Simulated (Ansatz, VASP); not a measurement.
**CuO: VASP beside Ansatz**

The input INCAR:

```
PREC     = Accurate       # precision mode
ENCUT    = 520            # plane-wave cutoff, eV
EDIFF    = 1E-6           # SCF threshold, eV
ISMEAR   = -1             # smearing method
SIGMA    = 0.05           # smearing width, eV
LREAL    = False          # projectors in reciprocal space
LASPH    = True           # aspherical terms in the spheres
NELM     = 80             # most SCF steps
ALGO     = Normal         # electronic algorithm
ISIF     = 2              # what is computed and relaxed
LWAVE    = False          # write WAVECAR
LCHARG   = False          # write CHGCAR
GGA      = PE             # functional
NBANDS   = 25             # bands
```

The input KPOINTS:

```
Automatic mesh
0
Gamma
  8 8 6
```

The input POSCAR:

```
CuO
1.0
    3.2377759293      0.0000000000      0.0000000000
    0.0000000000      3.2377759293      0.0000000000
    0.0000000000      0.0000000000      4.7407223129
Cu O
2 2
Direct
    0.0000000000      0.0000000000      0.0000000000
    0.5000000000      0.5000000000      0.0000000000
    0.5000000000      0.0000000000      0.2670000000
    0.0000000000      0.5000000000      0.7330000000
```

Contents of input.yaml:

```yaml
crystal:
  lattice:
    - [3.2377759293, 0.0, 0.0]
    - [0.0, 3.2377759293, 0.0]
    - [0.0, 0.0, 4.7407223129]
  atoms:
    - { symbol: Cu, position: [0.0, 0.0, 0.0] }
    - { symbol: Cu, position: [0.5, 0.5, 0.0] }
    - { symbol: O, position: [0.5, 0.0, 0.267] }
    - { symbol: O, position: [0.0, 0.5, 0.733] }
hamiltonian:
  xc: pbe
  pseudopotentials: { kind: paw, azcp: { folder: soft_1 } }
kpoints:
  mp_grid: { grid: [8, 8, 6] }
scf:
  occupations: { method: fermi_dirac, width: 0.05 }
output:
  forces: true
  stress: true
  eigenvalues: true
```

Alike in both runs: task single point; functional PBE; k mesh 8 × 8 × 6; occupations fermi-dirac, width 0.05 eV; no spin polarisation.

```csv
,VASP,Ansatz
version,VASP 6.6.1,Ansatz 0.2.0
potentials or method,"VASP PAW PBE potentials, release 64 (Cu, O)",Ansatz PAW soft_1
plane-wave cutoff (eV),520,420
valence electrons in the cell,34,50
```

Ansatz gave:

```
gap on the k mesh at the Fermi level (eV)                     : none
pressure (GPa)                                                : 7.4
traceless stress, the component that is largest in VASP (GPa) : -20.77
rms of the force components (eV/Å)                            : 0.625
```

Task: What did VASP give for the same quantities?

Result: gap on the k mesh at the Fermi level (eV): none; pressure (GPa): 7.9; traceless stress, the component that is largest in VASP (GPa): -20.93; rms of the force components (eV/Å): 0.597.

Atom by atom the forces differ by 0.028 eV/Å (rms over components). A gap of «none» marks a metal or a gap that the smearing closes. VASP's potentials hold 34 valence electrons a cell and Ansatz's 50, so a difference there can come from the potentials and not from the codes.
